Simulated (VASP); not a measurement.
Ti3W2:

```
Ti W
1.0
     4.17837    0.00000    0.00000
    -2.08919    3.61858    0.00000
     0.00000    0.00000    5.15348
Ti W
3 2
Cartesian
  0.0000 0.0000 0.0000
  0.0000 2.4124 3.3334
  2.0892 1.2062 1.8201
  0.0000 2.4124 0.8561
  2.0892 1.2062 4.2974
```

The cell was generated, and may not be a known phase.

| Quantity | Value |
| --- | --- |
| Program | VASP 6.6.1 |
| Task | relaxation of cell and atoms |
| Functional | PBE |
| Potentials or basis | VASP PAW PBE potentials, release 64 (Ti_sv, W_sv) |
| Cutoff | 600 eV |
| k mesh | 6 × 6 × 4 |
| Occupations | gaussian, width 0.1 eV |
| Spin | no spin polarisation |

At the start: pressure 29.0 GPa; volume 15.58 Å³/atom.

Problem. How do energy, volume and symmetry change on relaxing?

Solution. Over 21 steps the energy falls by 326.2 meV/atom and the volume is 18.71 Å³/atom (+20.0 %); space group P-3m1 (No. 164, to 0.1 Å) before and after.

The path:
| step | energy change (eV) | largest force (eV/Å) | pressure (GPa) | volume (Å³) |
| --- | --- | --- | --- | --- |
| 1 | 0.0000 | 0.9780 | 29.02 | 77.92 |
| 2 | 0.5329 | 1.4027 | -20.36 | 114.28 |
| 3 | -1.1239 | 1.3208 | -1.71 | 92.46 |
| 4 | -1.1265 | 1.3096 | -0.78 | 91.79 |
| 5 | -1.1264 | 1.3044 | -0.32 | 91.50 |
| 6 | -1.2618 | 0.9350 | 0.15 | 91.74 |
| 7 | -1.3706 | 0.7107 | 2.22 | 92.20 |
| 8 | -1.4560 | 0.7287 | -0.60 | 94.54 |
| 9 | -1.4723 | 0.7715 | -2.14 | 95.93 |
| 10 | -1.5459 | 0.7971 | -0.65 | 94.77 |
| 11 | -1.5711 | 0.8194 | 1.37 | 93.46 |
| 12 | -1.6118 | 0.1190 | -0.46 | 94.01 |
| 13 | -1.6119 | 0.1644 | -0.40 | 93.98 |
| 14 | -1.6275 | 0.0729 | 0.02 | 93.54 |
| 15 | -1.6303 | 0.0646 | 0.34 | 93.22 |
| 16 | -1.6303 | 0.0614 | 0.34 | 93.24 |
| 17 | -1.6303 | 0.0554 | 0.30 | 93.28 |
| 18 | -1.6303 | 0.0594 | 0.30 | 93.25 |
| 19 | -1.6308 | 0.0572 | -0.19 | 93.60 |
| 20 | -1.6308 | 0.0577 | -0.16 | 93.56 |
| 21 | -1.6311 | 0.0261 | -0.08 | 93.53 |

Final structure:
```yaml
crystal:
  lattice:
    - [4.59122, 0.00000, 0.00000]
    - [-2.29561, 3.97612, 0.00000]
    - [0.00000, 0.00000, 5.12360]
  atoms:
    - { symbol: Ti, position: [0.00000, 0.00000, 0.00000] }
    - { symbol: Ti, position: [0.33333, 0.66667, 0.62867] }
    - { symbol: Ti, position: [0.66667, 0.33333, 0.37133] }
    - { symbol: W, position: [0.33333, 0.66667, 0.11213] }
    - { symbol: W, position: [0.66667, 0.33333, 0.88787] }
```

Caveat: the volume moved by over 15 % at a fixed basis, so the end points are rough.
